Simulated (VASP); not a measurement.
Here is a VASP 6.6.1 calculation.

File INCAR:

```
SYSTEM = Ge
  PREC = Accurate
  ENCUT = 520
  EDIFF = 1E-6
  ISMEAR = 0
  SIGMA = 0.15
  LREAL = .False.
  LASPH = .True.
  NELM = 80
  ALGO = Normal
  ISIF = 2
  LWAVE = .False.
  LCHARG = .True.
  GGA = PS
  LELF = .True.
  LVHAR = .True.
  NBANDS = 21
```

File KPOINTS:

```
regular mesh
0
Gamma
  20 20 20
  0 0 0
```

File POSCAR:

```
Ge
1.0
   -2.5744897190      2.5744897190      1.3275420110
    2.5744897190     -2.5744897190      1.3275420110
    2.5744897190      2.5744897190     -1.3275420110
Ge
2
Direct
    0.2500000000      0.7500000000      0.5000000000
    0.5000000000      0.5000000000      0.0000000000
```

Potentials or basis: VASP PAW PBE potentials, release 64 (Ge_d).

Run with:

```bash
$ cat potpaw_PBE.64/Ge_d/POTCAR > POTCAR
$ mpirun -np 1 vasp_std > vasp.out
```

Question: What does it give for the band gap on the k mesh?

Answer: Zero (bands 14 and 15 overlap by 5.16 eV).

Question: Estimate the pressure.

Answer: 3.9 GPa.

Stress tensor (GPa, compression positive):
```
1.63 0.00 0.00
0.00 1.63 0.00
0.00 0.00 8.36
```

Caveat: the cell differs from its parent crystal (strain +0.000 along x and y, -0.050 along z); the stress differs along the axes, from 2 to 8 GPa; the PAW data sets were made with another functional, which shifts forces and pressure a little.
